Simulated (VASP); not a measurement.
Here is a VASP 6.6.1 calculation.

POSCAR

```
As
1.0
    5.2705306221      0.0000000000      0.0000000000
    0.0000000000      5.2705306221      0.0000000000
    0.0000000000      0.0000000000      5.2705306221
As
8
Direct
    0.0000000000      0.0000000000      0.0000000000
    0.5000000000      0.5000000000      0.5000000000
    0.2500000000      0.0000000000      0.5000000000
    0.7500000000      0.0000000000      0.5000000000
    0.5000000000      0.2500000000      0.0000000000
    0.5000000000      0.7500000000      0.0000000000
    0.0000000000      0.5000000000      0.2500000000
    0.0000000000      0.5000000000      0.7500000000
```

The input INCAR.step1:

```
ALGO     = Normal         # electronic algorithm
EDIFF    = 1E-4           # SCF threshold, eV
ENCUT    = 600            # plane-wave cutoff, eV
GGA      = PE             # functional
ISMEAR   = -1             # smearing method
LASPH    = T              # aspherical terms in the spheres
LCHARG   = F              # write CHGCAR
LREAL    = F              # projectors in reciprocal space
LWAVE    = T              # write WAVECAR
NELM     = 80             # most SCF steps
PREC     = Accurate       # precision mode
SIGMA    = 0.1            # smearing width, eV
```

INCAR.step2

```
ALGO     = Normal         # electronic algorithm
EDIFF    = 1E-6           # SCF threshold, eV
EDIFFG   = -0.01          # ionic threshold
ENCUT    = 600            # plane-wave cutoff, eV
IBRION   = 2              # ionic algorithm
ISIF     = 3              # what is computed and relaxed
ISMEAR   = -1             # smearing method
ISTART   = 1            
LASPH    = T              # aspherical terms in the spheres
LCHARG   = F              # write CHGCAR
LMIXTAU  = T            
LREAL    = F              # projectors in reciprocal space
LWAVE    = F              # write WAVECAR
METAGGA  = R2SCAN         # meta-GGA
NELM     = 80             # most SCF steps
NSW      = 80             # ionic steps
PREC     = Accurate       # precision mode
SIGMA    = 0.1            # smearing width, eV
```

KPOINTS

```
k-points
0
Gamma
  5 5 5
```

Potentials or basis: VASP PAW PBE potentials, release 64 (As).

Run with:

```sh
$ cat potpaw_PBE.64/As/POTCAR > POTCAR
$ cp INCAR.step1 INCAR
$ mpirun -np 1 vasp_std > vasp.out
$ cp INCAR.step2 INCAR
$ mpirun -np 1 vasp_std > vasp.out
```

Q: What does it give for the relaxed cell?

A: a = 5.379 Å, b = 5.379 Å, c = 5.379 Å, α = 90.00°, β = 90.00°, γ = 90.00°.

Q: What does it give for the space group after relaxing (to 0.1 Å)?

A: Pm-3n (No. 223).

Q: Estimate the band gap on the k mesh.

A: Zero (bands 20 and 21 overlap by 0.56 eV).

Final structure:
```yaml
crystal:
  lattice:
    - [5.37928, 0.00000, 0.00000]
    - [0.00000, 5.37928, 0.00000]
    - [0.00000, 0.00000, 5.37928]
  atoms:
    - { symbol: As, position: [0.00000, 0.00000, 0.00000] }
    - { symbol: As, position: [0.50000, 0.50000, 0.50000] }
    - { symbol: As, position: [0.25000, 0.00000, 0.50000] }
    - { symbol: As, position: [0.75000, 0.00000, 0.50000] }
    - { symbol: As, position: [0.50000, 0.25000, 0.00000] }
    - { symbol: As, position: [0.50000, 0.75000, 0.00000] }
    - { symbol: As, position: [0.00000, 0.50000, 0.25000] }
    - { symbol: As, position: [0.00000, 0.50000, 0.75000] }
```
